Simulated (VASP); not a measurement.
Crystal: SnSb3.

```
Sn Sb
1.0
     4.74512    0.00000    0.00000
     0.00000    4.74512    0.00000
     0.00000    0.00000    4.74512
Sn Sb
1 3
Direct
  0.00000 0.00000 0.00000
  0.00000 0.50000 0.50000
  0.50000 0.00000 0.50000
  0.50000 0.50000 0.00000
```

- Program: VASP 6.6.1
- Task: relaxation of cell and atoms
- Functional: PBE
- Potentials or basis: VASP PAW PBE potentials, release 64 (Sn_d, Sb)
- Cutoff: 600 eV
- k mesh: 10 × 10 × 10
- Occupations: gaussian, width 0.1 eV
- Spin: no spin polarisation

At the start: pressure 2.3 GPa; volume 26.71 Å³/atom.

Task: How do energy, volume and symmetry change on relaxing?

Result: Over 3 steps the energy falls by 7.3 meV/atom and the volume is 27.78 Å³/atom (+4.0 %); space group Pm-3m (No. 221, to 0.1 Å) before and after.

The path:
| step | energy change (eV) | largest force (eV/Å) | pressure (GPa) | volume (Å³) |
| --- | --- | --- | --- | --- |
| 1 | 0.0000 | 0.0000 | 2.27 | 106.84 |
| 2 | -0.0254 | 0.0000 | -0.75 | 112.81 |
| 3 | -0.0294 | 0.0000 | 0.01 | 111.14 |

Final structure:
```xyz
4
Lattice="4.8079 0.0000 0.0000 0.0000 4.8079 0.0000 0.0000 0.0000 4.8079" Properties=species:S:1:pos:R:3 pbc="T T T"
Sn    0.0000    0.0000    0.0000
Sb    0.0000    2.4040    2.4040
Sb    2.4040    0.0000    2.4040
Sb    2.4040    2.4040    0.0000
```
